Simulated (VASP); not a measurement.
# MnAs (F-43m) in VASP: single point with PBEsol

Aim: the single point of MnAs with PBEsol.

Everything below comes from runs of VASP 6.6.1. Logs are shortened: lines on timing, memory, paths and dates and some standing lists are left out, and cuts for length are marked.

### 1 The cell of the first run

It takes space group F-43m (No. 216, cubic). The conventional cell has a = 5.497 Å, b = 5.497 Å, c = 5.497 Å, α = 90.00°, β = 90.00°, γ = 90.00°. Mn (site symmetry -43m) has 4 As at 2.38 Å within 3.1 Å. As (site symmetry -43m) has 4 Mn at 2.38 Å within 3.1 Å.

### 2 Single point, PBEsol, collinear spin, ferromagnetic start

The input, POSCAR:

```
MnAs
1.0
    0.0000000000      2.7484401132      2.7484401132
    2.7484401132      0.0000000000      2.7484401132
    2.7484401132      2.7484401132      0.0000000000
Mn As
1 1
Direct
    0.0000000000      0.0000000000      0.0000000000
    0.2500000000      0.2500000000      0.2500000000
```

The input, INCAR.step1:

```
PREC = Accurate
ENCUT = 520
EDIFF = 1E-6
ISMEAR = 0
SIGMA = 0.05
LREAL = False
LASPH = True
NELM = 150
ALGO = Normal
ISIF = 2
LWAVE = False
LCHARG = True
ISPIN = 2
MAGMOM = 3.44 0
LMAXMIX = 4
GGA = PS
NBANDS = 20
```

The input, KPOINTS.step1:

```
Automatic mesh
0
Gamma
  12 12 12
```

The input, INCAR.step2:

```
PREC = Accurate
ENCUT = 520
EDIFF = 1E-6
ISMEAR = -5
SIGMA = 0.05
LREAL = False
LASPH = True
NELM = 150
ALGO = Normal
ISIF = 2
LWAVE = False
LCHARG = False
ISPIN = 2
MAGMOM = 3.44 0
LORBIT = 11
LMAXMIX = 4
GGA = PS
NEDOS = 1001
ICHARG = 11
```

The input, KPOINTS.step2:

```
Automatic mesh
0
Gamma
  18 18 18
```

Potentials or basis: VASP PAW PBE potentials, release 64 (Mn_pv, As).

The run is started by

```sh
$ cat potpaw_PBE.64/Mn_pv/POTCAR potpaw_PBE.64/As/POTCAR > POTCAR
$ cp INCAR.step1 INCAR
$ cp KPOINTS.step1 KPOINTS
$ mpirun -np 1 vasp_std > vasp.out
$ cp INCAR.step2 INCAR
$ cp KPOINTS.step2 KPOINTS
$ mpirun -np 1 vasp_std > vasp.out
```

OUTCAR:

```text
PREC = Accurate
   ENCUT = 520
   EDIFF = 1E-6
   ISMEAR = -5
   LREAL = False
   LASPH = True
   NELM = 150
   ISIF = 2
   ISPIN = 2
   LORBIT = 11
   GGA = PS
   ICHARG = 11

 ion  position               nearest neighbor table
   1  0.000  0.000  0.000-   2 2.38   2 2.38   2 2.38   2 2.38
   2  0.250  0.250  0.250-   1 2.38   1 2.38   1 2.38   1 2.38

  LATTYP: Found a face centered cubic cell.
 ALAT       =     5.4968802264

  Lattice vectors:

 A1 = (   0.0000000000,   2.7484401132,   2.7484401132)
 A2 = (   2.7484401132,   0.0000000000,   2.7484401132)
 A3 = (   2.7484401132,   2.7484401132,   0.0000000000)

Analysis of symmetry for initial positions (statically):
=====================================================================
 Subroutine PRICEL returns:
 Original cell was already a primitive cell.

 Routine SETGRP: Setting up the symmetry group for a
 face centered cubic supercell.

 Subroutine GETGRP returns: Found 24 space group operations
 (whereof 24 operations were pure point group operations)
 out of a pool of 48 trial point group operations.

The static configuration has the point symmetry T_d .

Analysis of symmetry for dynamics (positions and initial velocities):
=====================================================================
 Subroutine PRICEL returns:
 Original cell was already a primitive cell.

 Routine SETGRP: Setting up the symmetry group for a
 face centered cubic supercell.

 Subroutine GETGRP returns: Found 24 space group operations
 (whereof 24 operations were pure point group operations)
 out of a pool of 48 trial point group operations.

The dynamic configuration has the point symmetry T_d .

Analysis of structural, dynamic, and magnetic symmetry:
=====================================================================
 Subroutine PRICEL returns:
 Original cell was already a primitive cell.

 Routine SETGRP: Setting up the symmetry group for a
 face centered cubic supercell.

 Subroutine GETGRP returns: Found 24 space group operations
 (whereof 24 operations were pure point group operations)
 out of a pool of 48 trial point group operations.

The overall configuration has the point symmetry T_d .

 Subroutine INISYM returns: Found 24 space group operations
 (whereof 24 operations are pure point group operations),
 and found     1 'primitive' translations

----------------------------------------------------------------------------------------

                                     Primitive cell

  volume of cell :      41.5230

  direct lattice vectors                    reciprocal lattice vectors
     0.000000000  2.748440113  2.748440113    -0.181921373  0.181921373  0.181921373
     2.748440113  0.000000000  2.748440113     0.181921373 -0.181921373  0.181921373
     2.748440113  2.748440113  0.000000000     0.181921373  0.181921373 -0.181921373

  length of vectors
     3.886881283  3.886881283  3.886881283     0.315097062  0.315097062  0.315097062

  position of ions in fractional coordinates (direct lattice)
     0.000000000  0.000000000  0.000000000
     0.250000000  0.250000000  0.250000000

  ion indices of the primitive-cell ions
   primitive index   ion index
                 1           1
                 2           2

----------------------------------------------------------------------------------------

 KPOINTS: Automatic mesh

Automatic generation of k-mesh.
 Grid dimensions read from file:
 generate k-points for:   18   18   18

 Generating k-lattice:

  Cartesian coordinates                     Fractional coordinates (reciprocal lattice)
    -0.010106743  0.010106743  0.010106743     0.055555556  0.000000000  0.000000000
     0.010106743 -0.010106743  0.010106743     0.000000000  0.055555556  0.000000000
     0.010106743  0.010106743 -0.010106743     0.000000000  0.000000000  0.055555556

  Length of vectors
     0.017505392  0.017505392  0.017505392

  Shift w.r.t. Gamma in fractional coordinates (k-lattice)
     0.000000000  0.000000000  0.000000000

 TETIRR: Found    806 inequivalent tetrahedra from    34992

 Subroutine IBZKPT returns following result:
 ===========================================

 Found    195 irreducible k-points:
[... 37 lines left out ...]
   PREC   = accura    normal or accurate (medium, high low for compatibility)
   ISTART =      0    job   : 0-new  1-cont  2-samecut
   ICHARG =     11    charge: 1-file 2-atom 10-const
   ISPIN  =      2    spin polarized calculation?
   LNONCOLLINEAR =      F non collinear calculations
   LSORBIT =      F    spin-orbit coupling
   LASPH  =      T    aspherical Exc in radial PAW
   ENCUT  =  520.0 eV  38.22 Ry    6.18 a.u.   7.23  7.23  7.23*2*pi/ulx,y,z
   NELM   =    150;   NELMIN=  2; NELMDL=  0     # of ELM steps
   EDIFF  = 0.1E-05   stopping-criterion for ELM
   LREAL  =      F    real-space projection
   EDIFFG = 0.1E-04   stopping-criterion for IOM
   NSW    =      0    number of steps for IOM
   IBRION =     -1    ionic relax: 0-MD 1-quasi-New 2-CG
   NFREE  =      0    steps in history (QN), initial steepest desc. (CG)
   ISIF   =      2    stress and relaxation
   ISYM   =      2    0-nonsym 1-usesym 2-fastsym
   POTIM  = 0.5000    time-step for ionic-motion
   TEBEG  =    0.0;   TEEND  =   0.0 temperature during run
   PSTRESS=    0.0 pullay stress
   NELECT =      18.0000    total number of electrons
   NUPDOWN=      -1.0000    fix difference up-down
   EMIN   =  10.00;   EMAX   =-10.00  energy-range for DOS
   EFERMI =   0.00;   METHOD = LEGACY
   ISMEAR =    -5;   SIGMA  =   0.05  broadening in eV -4-tet -1-fermi 0-gaus
   EFERMI_NEDOS =   21; number of points for ismear=-14 and -15
   IALGO  =     38    algorithm
   IMIX   =      4    mixing-type and parameters
     AMIX     =   0.40;   BMIX     =  1.00
     AMIX_MAG =   1.60;   BMIX_MAG =  1.00
  volume/ion in A,a.u.               =      20.76       140.11
  Fermi-wavevector in a.u.,A,eV,Ry     =   1.238995  2.341360 20.886405  1.535107
  Thomas-Fermi vector in A             =   2.373496
   LORBIT       =     11    0 simple, 1 ext, 2 COOP (PROOUT), +10 PAW based schemes
   GGA     = PS    functional components
   LHFCALC =     F    Hartree Fock is set to
   AEXX    =    0.0000 exact exchange contribution
   IVDW    =     0    specifies the selected vdW correction
   LEPSILON=     F    determine dielectric tensor
   LRPA    =     F    only Hartree local field effects (RPA)
 spin polarized calculation
 Fermi weights with tetrahedron method with Bloechl corrections
  energy-cutoff  :      520.00
  volume of cell :       41.52
 maximum number of plane-waves:      1139
 NGX is ok and might be reduce to    30

 number of electron      18.0000003 magnetization       3.2683919

 Free energy of the ion-electron system (eV)
  ---------------------------------------------------
  ext. energy  EPLUGINS =         0.00000000
  ---------------------------------------------------
  free energy    TOTEN  =       -14.16393463 eV

  energy without entropy =      -14.16393463  energy(sigma->0) =      -14.16393463

 E-fermi :   4.3918     XC(G=0): -10.1533

 val. band max:        4.3870683601   @ k =  -0.4444   0.2778   0.0556
 cond. band min:       4.4004222715   @ k =   0.3889   0.2778   0.0556
 fundamental gap:      0.0133539114
 Fermi energy:         4.3918418616

 spin component 1

 k-point     1 :       0.0000    0.0000    0.0000
  band No.  band energies     occupation
      1     -45.3655      1.00000
      2     -45.3655      1.00000
      3     -45.3655      1.00000
      4      -7.6382      1.00000
      5       0.6152      1.00000
      6       0.6152      1.00000
      7       0.6152      1.00000
      8       1.8491      1.00000
      9       1.8491      1.00000
     10       7.5513      0.00000
     11       7.5513      0.00000
     12       7.5513      0.00000
     13       8.0256      0.00000
     14      11.2392      0.00000
[... 403 lines left out ...]
      4      -7.0967      1.00000
      5       0.1276      1.00000
      6       0.7404      1.00000
      7       0.7505      1.00000
      8       1.8171      1.00000
      9       1.8854      1.00000
     10       4.3615      0.54734
     11       6.2263      0.00000
     12       6.8422      0.00000
     13       9.4158      0.00000
     14      11.9451      0.00000
     15      12.0960      0.00000

 [... further k-points ...]

 spin component 2

 k-point     1 :       0.0000    0.0000    0.0000
  band No.  band energies     occupation
      1     -41.9700      1.00000
      2     -41.9700      1.00000
      3     -41.9699      1.00000
      4      -7.6047      1.00000
      5       2.1360      1.00000
      6       2.1360      1.00000
      7       2.1360      1.00000
      8       5.0381      0.00000
      9       5.0381      0.00000
     10       8.3404      0.00000
     11       8.8548      0.00000
     12       8.8548      0.00000
     13       8.8548      0.00000
     14      11.9038      0.00000
[... 403 lines left out ...]
      4      -7.0851      1.00000
      5       1.0311      1.00000
      6       2.2093      1.00000
      7       2.2840      1.00000
      8       4.8922      0.00000
      9       5.0303      0.00000
     10       6.3687      0.00000
     11       7.6430      0.00000
     12       8.2223      0.00000
     13       9.8905      0.00000
     14      12.6004      0.00000
     15      12.6418      0.00000

 [... further k-points ...]

------------------------ aborting loop because EDIFF is reached ----------------------------------------

  FORCE on cell =-STRESS in cart. coord.  units (eV):
  Direction    XX          YY          ZZ          XY          YZ          ZX
  --------------------------------------------------------------------------------------
  -------------------------------------------------------------------------------------
  Total        0.0486099      0.0486099      0.0486099      0.0000000      0.0000000      0.0000000
  in kB        1.8756262      1.8756262      1.8756262      0.0000000      0.0000000      0.0000000
  external PRESSURE =       1.8756262 kB  Pullay stress =       0.0000000 kB

 VOLUME and BASIS-vectors are now :
 -----------------------------------------------------------------------------
  energy-cutoff  :      520.00
  volume of cell :       41.52
      direct lattice vectors                 reciprocal lattice vectors
     0.000000000  2.748440113  2.748440113    -0.181921373  0.181921373  0.181921373
     2.748440113  0.000000000  2.748440113     0.181921373 -0.181921373  0.181921373
     2.748440113  2.748440113  0.000000000     0.181921373  0.181921373 -0.181921373

 POSITION                                       TOTAL-FORCE (eV/Angst)
 -----------------------------------------------------------------------------------
      0.00000      0.00000      0.00000         0.000000      0.000000      0.000000
      1.37422      1.37422      1.37422        -0.000000     -0.000000     -0.000000
 -----------------------------------------------------------------------------------
    total drift:                               -0.000000     -0.000000     -0.000001

  FREE ENERGIE OF THE ION-ELECTRON SYSTEM (eV)
  ---------------------------------------------------
  free  energy   TOTEN  =       -14.1639346299 eV

  energy  without entropy=      -14.1639346299  energy(sigma->0) =      -14.16393463

 total charge

# of ion       s       p       d       tot
------------------------------------------
    1        0.341   6.248   5.037  11.626
    2        1.230   1.591   0.047   2.868
--------------------------------------------------
tot          1.572   7.838   5.083  14.493

 magnetization (x)

# of ion       s       p       d       tot
------------------------------------------
    1        0.052   0.031   3.199   3.281
    2       -0.004  -0.169   0.019  -0.154
--------------------------------------------------
tot          0.047  -0.138   3.218   3.127
```

Run time: 2 min. Hardware: 1 thread of AMD EPYC 9R45 (Zen 5), shared host; peak memory 0.3 GiB.

What came out:

```yaml
Net_moment: 3.27 μB per cell
Site_moments: Mn +3.28; As -0.15 μB
Valence_electrons_inside_the_program's_atomic_spheres: Mn 11.63; As 2.87
```

Levels at points of the mesh, in eV from the Fermi level:
Spin up:
```tsv
k point	band 9	band 10	band 11	band 12	band 13	band 14
(0.00, 0.00, 0.00)	-2.54	3.16	3.16	3.16	3.63	6.85
(0.50, 0.00, 0.00)	-2.38	-1.98	1.49	1.49	4.70	7.43
(0.50, 0.50, 0.00)	-2.33	-1.80	-0.75	-0.75	3.91	5.17
```
Spin down:
```csv
k point,band 3,band 4,band 5,band 6,band 7,band 8,band 9,band 10,band 11,band 12
"(0.00, 0.00, 0.00)",-46.36,-12.00,-2.26,-2.26,-2.26,0.65,0.65,3.95,4.46,4.46
"(0.50, 0.00, 0.00)",-46.36,-10.79,-4.61,-2.04,-2.04,0.61,0.73,0.73,2.78,2.78
"(0.50, 0.50, 0.00)",-46.36,-10.37,-4.47,-1.88,-1.88,-0.44,0.87,1.02,1.11,1.11
```

Caveat: the PAW data sets were made with another functional, which shifts forces and pressure a little; a cell with one magnetic atom can't hold antiferromagnetic order, which such compounds often take.
